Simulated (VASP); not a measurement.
# GaN (P6_3mc) in VASP: single point with r2SCAN

Aim: the single point of GaN with r2SCAN.

All numbers are computed with VASP 6.6.1; they aren't measurements. Logs are shortened: lines on timing, memory, paths and dates and some standing lists are left out, and cuts for length are marked.

## 1. The cell of the first run

Symmetry: P6_3mc, No. 186, hexagonal system. The conventional cell has a = 3.088 Å, b = 3.088 Å, c = 5.258 Å, α = 90.00°, β = 90.00°, γ = 120.00°. Within 2.5 Å of Ga (site symmetry 3m) lie 4 N at 1.91 to 1.94 Å. N (site symmetry 3m) has 4 Ga at 1.91 to 1.94 Å within 2.5 Å.

## 2. Single point, r2SCAN, non-collinear spin, zero start, spin-orbit coupling (epitaxial xy strain -3.0%)

Input file POSCAR:

```
GaN
1.0
    3.0876548948      0.0000000000      0.0000000000
   -1.5438274474      2.6739875771      0.0000000000
    0.0000000000      0.0000000000      5.2583969242
Ga N
2 2
Direct
    0.3333333333      0.6666666667      0.0030403154
    0.6666666667      0.3333333333      0.5030403154
    0.3333333333      0.6666666667      0.3719596846
    0.6666666667      0.3333333333      0.8719596846
```

Input file INCAR.step1:

```
SYSTEM = GaN
PREC = Accurate
ENCUT = 520
ISMEAR = 0
SIGMA = 0.01
LREAL = .FALSE.
LASPH = .TRUE.
NELM = 150
LNONCOLLINEAR = .TRUE.
MAGMOM = 0 0 0 0 0 0 0 0 0 0 0 0
LSORBIT = .TRUE.
GGA_COMPAT = .FALSE.
NBANDS = 50
GGA = PE
ALGO = Normal
EDIFF = 1E-4
LWAVE = .TRUE.
LCHARG = .FALSE.
```

Input file INCAR.step2:

```
SYSTEM = GaN
PREC = Accurate
ENCUT = 520
EDIFF = 1E-7
ISMEAR = 0
SIGMA = 0.01
LREAL = .FALSE.
LASPH = .TRUE.
NELM = 150
ALGO = Normal
ISIF = 2
LWAVE = .FALSE.
LCHARG = .FALSE.
LNONCOLLINEAR = .TRUE.
MAGMOM = 0 0 0 0 0 0 0 0 0 0 0 0
LORBIT = 11
LSORBIT = .TRUE.
GGA_COMPAT = .FALSE.
LORBMOM = .TRUE.
METAGGA = R2SCAN
LMIXTAU = .TRUE.
NBANDS = 50
ISTART = 1
```

Input file KPOINTS:

```
regular mesh
0
G
  12 12 6
  0 0 0
```

Potentials or basis: VASP PAW PBE potentials, release 64 (Ga_d, N).

Command:

```sh
cat potpaw_PBE.64/Ga_d/POTCAR potpaw_PBE.64/N/POTCAR > POTCAR
cp INCAR.step1 INCAR
mpirun -np 1 vasp_ncl > vasp.out
cp INCAR.step2 INCAR
mpirun -np 1 vasp_ncl > vasp.out
```

OUTCAR:

```text
SYSTEM = GaN
   PREC = Accurate
   ENCUT = 520
   EDIFF = 1E-7
   ISMEAR = 0
   LREAL = .FALSE.
   LASPH = .TRUE.
   NELM = 150
   ISIF = 2
   LNONCOLLINEAR = .TRUE.
   LORBIT = 11
   LSORBIT = .TRUE.
   METAGGA = R2SCAN
   ISTART = 1

 ion  position               nearest neighbor table
   1  0.333  0.667  0.003-   4 1.91   4 1.91   4 1.91   3 1.94
   2  0.667  0.333  0.503-   3 1.91   3 1.91   3 1.91   4 1.94
   3  0.333  0.667  0.372-   2 1.91   2 1.91   2 1.91   1 1.94
   4  0.667  0.333  0.872-   1 1.91   1 1.91   1 1.91   2 1.94

  LATTYP: Found a hexagonal cell.
 ALAT       =     3.0876548948
 C/A-ratio  =     1.7030390712

  Lattice vectors:

 A1 = (   3.0876548948,   0.0000000000,   0.0000000000)
 A2 = (  -1.5438274474,   2.6739875771,   0.0000000000)
 A3 = (   0.0000000000,   0.0000000000,   5.2583969242)

Analysis of symmetry for initial positions (statically):
=====================================================================
 Subroutine PRICEL returns:
 Original cell was already a primitive cell.

 Routine SETGRP: Setting up the symmetry group for a
 hexagonal supercell.

 Subroutine GETGRP returns: Found 12 space group operations
 (whereof  6 operations were pure point group operations)
 out of a pool of 24 trial point group operations.

The static configuration has the point symmetry C_3v.
 The point group associated with its full space group is C_6v.

Analysis of symmetry for dynamics (positions and initial velocities):
=====================================================================
 Subroutine PRICEL returns:
 Original cell was already a primitive cell.

 Routine SETGRP: Setting up the symmetry group for a
 hexagonal supercell.

 Subroutine GETGRP returns: Found 12 space group operations
 (whereof  6 operations were pure point group operations)
 out of a pool of 24 trial point group operations.

The dynamic configuration has the point symmetry C_3v.
 The point group associated with its full space group is C_6v.

Analysis of structural, dynamic, and magnetic symmetry:
=====================================================================
 Subroutine PRICEL returns:
 Original cell was already a primitive cell.

 Routine SETGRP: Setting up the symmetry group for a
 hexagonal supercell.

 Subroutine GETGRP returns: Found 12 space group operations
 (whereof  6 operations were pure point group operations)
 out of a pool of 24 trial point group operations.

The overall configuration has the point symmetry C_3v.
 The point group associated with its full space group is C_6v.

 Subroutine INISYM returns: Found 12 space group operations
 (whereof  6 operations are pure point group operations),
 and found     1 'primitive' translations

----------------------------------------------------------------------------------------

                                     Primitive cell

  volume of cell :      43.4152

  direct lattice vectors                    reciprocal lattice vectors
     3.087654895  0.000000000  0.000000000     0.323870392  0.186986658  0.000000000
    -1.543827447  2.673987577  0.000000000     0.000000000  0.373973316  0.000000000
     0.000000000  0.000000000  5.258396924     0.000000000  0.000000000  0.190172027

  length of vectors
     3.087654895  3.087654895  5.258396924     0.373973316  0.373973316  0.190172027

  position of ions in fractional coordinates (direct lattice)
     0.333333333  0.666666667  0.003040315
     0.666666667  0.333333333  0.503040315
     0.333333333  0.666666667  0.371959685
     0.666666667  0.333333333  0.871959685

  ion indices of the primitive-cell ions
   primitive index   ion index
                 1           1
                 2           2
                 3           3
                 4           4

----------------------------------------------------------------------------------------

 KPOINTS: regular mesh

Automatic generation of k-mesh.
 Grid dimensions read from file:
 generate k-points for:   12   12    6

 Generating k-lattice:

  Cartesian coordinates                     Fractional coordinates (reciprocal lattice)
     0.026989199  0.015582221  0.000000000     0.083333333  0.000000000  0.000000000
     0.000000000  0.031164443  0.000000000     0.000000000  0.083333333  0.000000000
     0.000000000  0.000000000  0.031695338     0.000000000  0.000000000  0.166666667

  Length of vectors
     0.031164443  0.031164443  0.031695338

  Shift w.r.t. Gamma in fractional coordinates (k-lattice)
     0.000000000  0.000000000  0.000000000

 Subroutine IBZKPT returns following result:
[... 69 lines left out ...]
     AMIX_MAG =   1.60;   BMIX_MAG =  1.00
  volume/ion in A,a.u.               =      10.85        73.25
  Fermi-wavevector in a.u.,A,eV,Ry     =   1.538019  2.906435 32.184634  2.365504
  Thomas-Fermi vector in A             =   2.644447
   LORBIT       =     11    0 simple, 1 ext, 2 COOP (PROOUT), +10 PAW based schemes
   METAGGA = R2SCAN    functional components
   LHFCALC =     F    Hartree Fock is set to
   AEXX    =    0.0000 exact exchange contribution
   IVDW    =     0    specifies the selected vdW correction
   LEPSILON=     F    determine dielectric tensor
   LRPA    =     F    only Hartree local field effects (RPA)
 Gauss-broadening in eV      SIGMA  =   0.01
  energy-cutoff  :      520.00
  volume of cell :       43.42
 maximum number of plane-waves:      2380
   NGX = 11   NGY = 11   NGZ = 19

 number of electron      35.9999996 magnetization      -0.0000000     -0.0000000     -0.0000000

 number of electron      35.9999996 magnetization       0.0000000      0.0000000      0.0000000

 number of electron      35.9999996 magnetization      -0.0000000      0.0000000      0.0000000

 number of electron      35.9999996 magnetization      -0.0000000     -0.0000000      0.0000000

 Free energy of the ion-electron system (eV)
  ---------------------------------------------------
  ext. energy  EPLUGINS =         0.00000000
  ---------------------------------------------------
  free energy    TOTEN  =       -43.69214194 eV

  energy without entropy =      -43.69214194  energy(sigma->0) =      -43.69214194

 E-fermi :   5.8270     XC(G=0): -12.9463

 val. band max:        5.7359307187   @ k =   0.0000   0.0000   0.0000
 cond. band min:       8.1536554489   @ k =   0.0000   0.0000   0.0000
 fundamental gap:      2.4177247301
 Fermi energy:         5.8270186079

 k-point     1 :       0.0000    0.0000    0.0000
  band No.  band energies     occupation
      1     -11.6007      1.00000
      2     -11.6007      1.00000
      3     -10.4962      1.00000
      4     -10.4962      1.00000
      5      -8.4394      1.00000
      6      -8.4394      1.00000
[... 1213 lines left out ...]
     47      17.5145      0.00000
     48      17.5162      0.00000

 [... further k-points ...]

 [bands above 48 left out]

------------------------ aborting loop because EDIFF is reached ----------------------------------------

  FORCE on cell =-STRESS in cart. coord.  units (eV):
  Direction    XX          YY          ZZ          XY          YZ          ZX
  --------------------------------------------------------------------------------------
  -------------------------------------------------------------------------------------
  Total        4.4103844      4.4103844      0.3043286      0.0000000      0.0000000      0.0000000
  in kB      162.7591913    162.7591913     11.2308313      0.0000000      0.0000000      0.0000000
  external PRESSURE =     112.2497380 kB  Pullay stress =       0.0000000 kB

 VOLUME and BASIS-vectors are now :
 -----------------------------------------------------------------------------
  energy-cutoff  :      520.00
  volume of cell :       43.42
      direct lattice vectors                 reciprocal lattice vectors
     3.087654895  0.000000000  0.000000000     0.323870392  0.186986658  0.000000000
    -1.543827447  2.673987577  0.000000000     0.000000000  0.373973316  0.000000000
     0.000000000  0.000000000  5.258396924     0.000000000  0.000000000  0.190172027

 POSITION                                       TOTAL-FORCE (eV/Angst)
 -----------------------------------------------------------------------------------
     -0.00000      1.78266      0.01599         0.000000      0.000000      0.017442
      1.54383      0.89133      2.64519        -0.000000     -0.000000      0.017442
     -0.00000      1.78266      1.95591        -0.000000      0.000000     -0.017442
      1.54383      0.89133      4.58511         0.000000     -0.000000     -0.017442
 -----------------------------------------------------------------------------------
    total drift:                               -0.000000     -0.000000      0.021939

  FREE ENERGIE OF THE ION-ELECTRON SYSTEM (eV)
  ---------------------------------------------------
  free  energy   TOTEN  =       -43.6921419391 eV

  energy  without entropy=      -43.6921419391  energy(sigma->0) =      -43.69214194

 orbital moment (x)

 # of ion     p       d       tot
 ----------------------------------------
  1        -0.000  -0.000  -0.000
  2         0.000   0.000   0.000
  3        -0.000   0.000  -0.000
  4         0.000   0.000   0.000
 ----------------------------------------
           -0.000   0.000   0.000

 orbital moment (y)

 # of ion     p       d       tot
 ----------------------------------------
  1        -0.000  -0.000  -0.000
  2         0.000  -0.000   0.000
  3         0.000   0.000   0.000
  4        -0.000   0.000  -0.000
 ----------------------------------------
           -0.000  -0.000  -0.000

 orbital moment (z)

 # of ion     p       d       tot
 ----------------------------------------
  1         0.000   0.000   0.000
  2        -0.000  -0.000  -0.000
  3         0.000   0.000   0.000
  4         0.000   0.000   0.000
 ----------------------------------------
            0.000   0.000   0.000

 Spin-Orbit-Coupling matrix elements

 Ion:    1  E_soc:     -0.0105031
 l=   1
     0.0000000    -0.0009503    -0.0009660
    -0.0009503     0.0000000    -0.0009503
    -0.0009660    -0.0009503     0.0000000
 l=   2
     0.0000000    -0.0001573     0.0000000    -0.0001573    -0.0006404
    -0.0001573     0.0000000    -0.0004809    -0.0001536    -0.0001573
     0.0000000    -0.0004809     0.0000000    -0.0004809     0.0000000
    -0.0001573    -0.0001536    -0.0004809     0.0000000    -0.0001573
    -0.0006404    -0.0001573     0.0000000    -0.0001573     0.0000000
 l=   3
     0.0000000     0.0000000     0.0000000     0.0000000     0.0000000     0.0000000     0.0000000
     0.0000000     0.0000000     0.0000000     0.0000000     0.0000000     0.0000000     0.0000000
     0.0000000     0.0000000     0.0000000     0.0000000     0.0000000     0.0000000     0.0000000
     0.0000000     0.0000000     0.0000000     0.0000000     0.0000000     0.0000000     0.0000000
[... 49 lines left out ...]
 l=   2
     0.0000000     0.0000000     0.0000000     0.0000000     0.0000000
     0.0000000     0.0000000     0.0000000     0.0000000     0.0000000
     0.0000000     0.0000000     0.0000000     0.0000000     0.0000000
     0.0000000     0.0000000     0.0000000     0.0000000     0.0000000
     0.0000000     0.0000000     0.0000000     0.0000000     0.0000000
 l=   3
     0.0000000     0.0000000     0.0000000     0.0000000     0.0000000     0.0000000     0.0000000
     0.0000000     0.0000000     0.0000000     0.0000000     0.0000000     0.0000000     0.0000000
     0.0000000     0.0000000     0.0000000     0.0000000     0.0000000     0.0000000     0.0000000
     0.0000000     0.0000000     0.0000000     0.0000000     0.0000000     0.0000000     0.0000000
     0.0000000     0.0000000     0.0000000     0.0000000     0.0000000     0.0000000     0.0000000
     0.0000000     0.0000000     0.0000000     0.0000000     0.0000000     0.0000000     0.0000000
     0.0000000     0.0000000     0.0000000     0.0000000     0.0000000     0.0000000     0.0000000

 total charge

# of ion       s       p       d       tot
------------------------------------------
    1        0.766   0.940  10.224  11.931
    2        0.766   0.940  10.224  11.931
    3        1.232   2.585   0.000   3.817
    4        1.232   2.585   0.000   3.817
--------------------------------------------------
tot          3.997   7.051  20.448  31.496

 magnetization (x)

# of ion       s       p       d       tot
------------------------------------------
    1        0.000   0.000   0.000   0.000
    2        0.000  -0.000   0.000  -0.000
    3        0.000  -0.000   0.000  -0.000
    4        0.000   0.000   0.000   0.000
--------------------------------------------------
tot          0.000  -0.000   0.000  -0.000

 magnetization (y)

# of ion       s       p       d       tot
------------------------------------------
    1        0.000   0.000  -0.000  -0.000
    2        0.000   0.000  -0.000  -0.000
    3        0.000   0.000   0.000   0.000
    4        0.000  -0.000   0.000  -0.000
--------------------------------------------------
tot          0.000  -0.000  -0.000  -0.000

 magnetization (z)

# of ion       s       p       d       tot
------------------------------------------
    1        0.000   0.000   0.000   0.000
    2        0.000   0.000   0.000   0.000
    3        0.000   0.000   0.000   0.000
    4        0.000  -0.000   0.000  -0.000
--------------------------------------------------
tot          0.000   0.000   0.000   0.000
```

Wall time 66 min (1 thread of Oxide Virtual Turin-like, shared host); peak memory 0.49 GiB.

What came out:

- Free energy: -43.6921 eV
- Pressure: 11.2 GPa
- Largest force: 0.017 eV/Å
- Net moment: 0.00 μB per cell
- Valence electrons inside the program's atomic spheres: Ga 11.93; N 3.82

Forces in eV/Å, atoms in the order of the input:
```
Ga   0.000  0.000  0.017
Ga   0.000  0.000  0.017
N    0.000  0.000 -0.017
N    0.000  0.000 -0.017
```

Stress tensor (GPa, compression positive):
```
16.28  0.00  0.00
 0.00 16.28  0.00
 0.00  0.00  1.12
```

Moments on the atoms (μB; x, y, z):
```
Ga  0.00 0.00 0.00
Ga  0.00 0.00 0.00
N   0.00 0.00 0.00
N   0.00 0.00 0.00
```

Caveat: the cell differs from its parent crystal (epitaxial xy strain -3.0%); the stress differs along the axes, from 1 to 16 GPa; the PAW data sets were made with another functional, which shifts forces and pressure a little.
